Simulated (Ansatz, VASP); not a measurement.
S: VASP beside Ansatz

File INCAR:

```
SYSTEM = S
PREC     = Accurate       ! precision mode
ENCUT    = 520            ! plane-wave cutoff, eV
EDIFF    = 1E-6           ! SCF threshold, eV
ISMEAR   = -1             ! smearing method
SIGMA    = 0.05           ! smearing width, eV
LREAL    = .FALSE.        ! projectors in reciprocal space
LASPH    = .TRUE.         ! aspherical terms in the spheres
NELM     = 100            ! most SCF steps
ALGO     = Normal         ! electronic algorithm
ISIF     = 2              ! what is computed and relaxed
LWAVE    = .FALSE.        ! write WAVECAR
LCHARG   = .FALSE.        ! write CHGCAR
NBANDS   = 13             ! bands
```

The input KPOINTS:

```
regular mesh
0
G
  13 13 13
  0 0 0
```

The input POSCAR:

```
S
1.0
    0.0000000000      2.3081238770      2.3081238770
    2.3081238770      0.0000000000      2.3081238770
    2.3081238770      2.3081238770      0.0000000000
S
2
Direct
   -0.1250000000     -0.1250000000     -0.1250000000
    0.1250000000      0.1250000000      0.1250000000
```

Input for Ansatz:

```yaml
crystal:
  lattice:
    - [0.0, 2.308123877, 2.308123877]
    - [2.308123877, 0.0, 2.308123877]
    - [2.308123877, 2.308123877, 0.0]
  atoms:
    - { symbol: S, position: [-0.125, -0.125, -0.125] }
    - { symbol: S, position: [0.125, 0.125, 0.125] }
kpoints:
  mp_grid: { grid: [13, 13, 13] }
scf:
  occupations: { method: fermi_dirac, width: 0.05 }
hamiltonian:
  xc: lda
  pseudopotentials: { kind: paw }
output:
  forces: true
  stress: true
  eigenvalues: true
  populations: true
  write_density: true
  write_potential: true
  elf: true
  volumetric_format: npy
```

Change from the starting cell: volume scaled by 0.55, PAW files.

Alike in both runs: task single point; functional LDA; k mesh 13 × 13 × 13; occupations fermi-dirac, width 0.05 eV; no spin polarisation.

|  | VASP | Ansatz |
| --- | --- | --- |
| version | VASP 6.6.1 | Ansatz 0.2.0 |
| potentials or method | VASP PAW LDA potentials, release 64 (S) | PAW with Ansatz's default frozen-core files, scalar-relativistic |
| plane-wave cutoff (eV) | 520 | 420 |
| valence electrons in the cell | 12 | 12 |

```csv
,VASP,Ansatz,Ansatz less VASP
pressure (GPa),72.6,73.1,+0.55
```

LDA's correlation is that of Perdew and Zunger in VASP and of Perdew and Wang (1992) in Ansatz. Both programs put the cell under a high pressure, so it lies far from rest at this level.

Noted on VASP's run: the cell as given lies far from equilibrium.
